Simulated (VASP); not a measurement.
H:

```
CELL_PARAMETERS angstrom
2.64964 0.00000 0.00000
0.00000 2.64964 0.00000
0.00000 0.00000 0.98049
ATOMIC_POSITIONS crystal
H 0.00000 0.00000 0.50000
```

Base run:

- Program: VASP 6.6.1
- Functional: revPBE
- Potentials or basis: VASP PAW PBE potentials, release 64 (H)
- Cutoff: 500 eV
- k mesh: 8 × 8 × 22
- Occupations: gaussian, width 0.1 eV
- Spin: no spin polarisation

Its results: band gap on the k mesh zero (an odd number of electrons rules out a gap without spin polarisation); pressure 2.0 GPa.

Task: The run is repeated on the same cell with these changes: functional from revPBE to PBEsol. What comes out?

Result: Band gap on the k mesh zero (an odd number of electrons rules out a gap without spin polarisation); pressure 1.4 GPa.

PBEsol binds more tightly than revPBE, so the same cell stands under less pressure.

Caveats: the PAW data sets were made with another functional, which shifts forces and pressure a little.
